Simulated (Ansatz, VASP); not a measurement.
**Ni3Ge: VASP beside Ansatz**

Contents of INCAR:

```
SYSTEM = Ni3Ge
PREC = Accurate
ENCUT = 520
EDIFF = 1E-6
ISMEAR = 1
SIGMA = 0.2
LREAL = .FALSE.
LASPH = .TRUE.
NELM = 60
ALGO = Normal
ISIF = 2
LWAVE = .FALSE.
LCHARG = .FALSE.
GGA = PS
NBANDS = 30
```

KPOINTS

```
Automatic mesh
0
G
  12 12 12
  0 0 0
```

Contents of POSCAR:

```
Ni3Ge
1.0
    3.5303341067      0.0000000000      0.0000000000
    0.0000000000      3.5303341067      0.0000000000
    0.0000000000      0.0000000000      3.5303341067
Ni Ge
3 1
Direct
    0.5000000000      0.0000000000      0.5000000000
    0.0000000000      0.5000000000      0.5000000000
    0.5000000000      0.5000000000      0.0000000000
    0.0000000000      0.0000000000      0.0000000000
```

Input for Ansatz:

```yaml
crystal:
  lattice:
    - [3.5303341067, 0.0, 0.0]
    - [0.0, 3.5303341067, 0.0]
    - [0.0, 0.0, 3.5303341067]
  atoms:
    - { symbol: Ni, position: [0.5, 0.0, 0.5] }
    - { symbol: Ni, position: [0.0, 0.5, 0.5] }
    - { symbol: Ni, position: [0.5, 0.5, 0.0] }
    - { symbol: Ge, position: [0.0, 0.0, 0.0] }
basis:
  ecutwfc: 420
kpoints:
  mp_grid: { grid: [12, 12, 12] }
hamiltonian:
  xc: pbesol
scf:
  occupations: { method: cold, width: 0.2 }
output:
  forces: true
  stress: true
  eigenvalues: true
```

Alike in both runs: task single point; functional PBEsol; k mesh 12 × 12 × 12; no spin polarisation.

|  | VASP | Ansatz |
| --- | --- | --- |
| version | VASP 6.6.1 | Ansatz 0.2.0 |
| potentials or method | VASP PAW PBE potentials, release 64 (Ni, Ge_d), cutoff 520 eV | scalar-relativistic, plane waves, PAW |
| occupations | methfessel-paxton of order 1, width 0.2 eV | cold, width 0.2 eV |
| valence electrons in the cell | 44 | 68 |

```csv
,VASP,Ansatz,Ansatz less VASP
gap on the k mesh at the Fermi level (eV),none,none,-
pressure (GPa),-0.7,-1.1,-0.42
```

VASP's potentials were made for PBE, not for PBEsol. A gap of «none» marks a metal or a gap that the smearing closes. VASP's potentials hold 44 valence electrons a cell and Ansatz's 68, so a difference there can come from the potentials and not from the codes.
